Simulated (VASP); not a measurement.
A run of VASP 6.6.1 is set up as follows.

Contents of POSCAR:

```
Li2ICl
1.0
    4.0194868993      0.0000000000      0.0000000000
    0.0000000000      4.0194868993      0.0000000000
    0.0000000000      0.0000000000      5.5745157796
Cl Li I
1 2 1
Direct
    0.0000000000      0.0000000000      0.0000000000
    0.0000000000      0.0000000000      0.5000000000
    0.5000000000      0.5000000000      0.0000000000
    0.5000000000      0.5000000000      0.5000000000
```

File INCAR.step1:

```
SYSTEM = Li2ICl
PREC = Accurate
ENCUT = 520
EDIFF = 1E-5
ISMEAR = 0
SIGMA = 0.01
LREAL = .FALSE.
LASPH = .TRUE.
NELM = 100
ALGO = Normal
ISIF = 2
LWAVE = .TRUE.
LCHARG = .FALSE.
GGA = PE
NBANDS = 18
```

Contents of INCAR.step2:

```
SYSTEM = Li2ICl
PREC = Accurate
ENCUT = 520
EDIFF = 1E-7
ISMEAR = 0
SIGMA = 0.01
LREAL = .FALSE.
LASPH = .TRUE.
NELM = 100
ALGO = Normal
ISIF = 2
LWAVE = .FALSE.
LCHARG = .FALSE.
GGA = PE
LHFCALC = .TRUE.
AEXX = 0.25
PRECFOCK = Normal
ISTART = 1
NBANDS = 18
```

File KPOINTS:

```
Automatic mesh
0
G
  4 4 4
  0 0 0
```

Potentials or basis: VASP PAW PBE potentials, release 64 (Cl, Li_sv, I).

Launch:

```console
$ cat potpaw_PBE.64/Cl/POTCAR potpaw_PBE.64/Li_sv/POTCAR potpaw_PBE.64/I/POTCAR > POTCAR
$ cp INCAR.step1 INCAR
$ mpirun -np 1 vasp_std > vasp.out
$ cp INCAR.step2 INCAR
$ mpirun -np 1 vasp_std > vasp.out
```

(1) Estimate the band gap on the k mesh.

## Answers

(1) 6.35 eV.

Caveat: spin-orbit coupling is left out, which moves the levels of the heavy elements.
